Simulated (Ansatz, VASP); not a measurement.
Ta in VASP and in Ansatz

```
Ta
1.0
     4.98630    0.00000    0.00000
    -2.49315    4.31826    0.00000
     0.00000    0.00000    2.79036
Ta
3
Direct
  0.00000 0.00000 0.00000
  0.33333 0.66667 0.50000
  0.66667 0.33333 0.50000
```

Alike in both runs: task single point; functional BLYP; k mesh 8 × 8 × 13; occupations fermi-dirac, width 0.1 eV; no spin polarisation.

```csv
,VASP,Ansatz
version,VASP 6.6.1,Ansatz 0.2.0
potentials or method,"VASP PAW PBE potentials, release 64 (Ta_pv), cutoff 520 eV","plane waves (420 eV) with PAW, scalar-relativistic"
valence electrons in the cell,33,39
```

|  | VASP | Ansatz | Ansatz less VASP |
| --- | --- | --- | --- |
| pressure (GPa) | -5.6 | -6.3 | -0.70 |
| traceless stress, the component that is largest in VASP (GPa) | -0.74 | -0.78 | -0.032 |

VASP's potentials were made for PBE, not for BLYP. With one functional, cell and mesh, what is left measures potentials, basis and numerics. VASP's potentials hold 33 valence electrons a cell and Ansatz's 39, so a difference there can come from the potentials and not from the codes.

Spin-orbit coupling is off throughout.
